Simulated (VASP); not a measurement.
## LaPt3: single point with LDA

The system is LaPt3.

```
La Pt
1.0
     4.04715    0.00000    0.00000
     0.00000    4.04715    0.00000
     0.00000    0.00000    4.04715
La Pt
1 3
Direct
  0.00000 0.00000 0.00000
  0.00000 0.50000 0.50000
  0.50000 0.00000 0.50000
  0.50000 0.50000 0.00000
```

| Quantity | Value |
| --- | --- |
| Program | VASP 6.6.1 |
| Task | single point |
| Functional | LDA |
| Potentials or basis | VASP PAW LDA potentials, release 64 (La, Pt) |
| Cutoff | 520 eV |
| k mesh | 6 × 6 × 6 |
| Occupations | fermi-dirac, width 0.15 eV |
| Spin | no spin polarisation |

The pressure is 15.0 GPa.

Levels at points of the mesh, in eV from the Fermi level:
| k point | band 17 | band 18 | band 19 | band 20 | band 21 | band 22 | band 23 | band 24 |
| --- | --- | --- | --- | --- | --- | --- | --- | --- |
| (0.00, 0.00, 0.00) | -0.25 | 0.29 | 0.29 | 0.29 | 2.81 | 2.81 | 2.81 | 3.63 |
| (0.50, 0.00, 0.00) | -1.97 | -1.97 | -1.72 | -0.98 | 0.29 | 2.26 | 2.26 | 3.63 |
| (0.50, 0.50, 0.00) | -2.18 | -2.04 | -2.04 | -1.67 | -0.97 | 2.07 | 2.07 | 3.55 |
| (0.50, 0.50, 0.50) | -0.71 | -0.15 | -0.15 | -0.15 | 2.72 | 2.72 | 2.72 | 2.98 |

It took 38 s on 1 thread of Intel(R) Xeon(R) Platinum 8488C (Sapphire Rapids), with other jobs on the host, peak memory 0.18 GiB.

Caveat: spin-orbit coupling is left out, which moves the levels of the heavy elements.
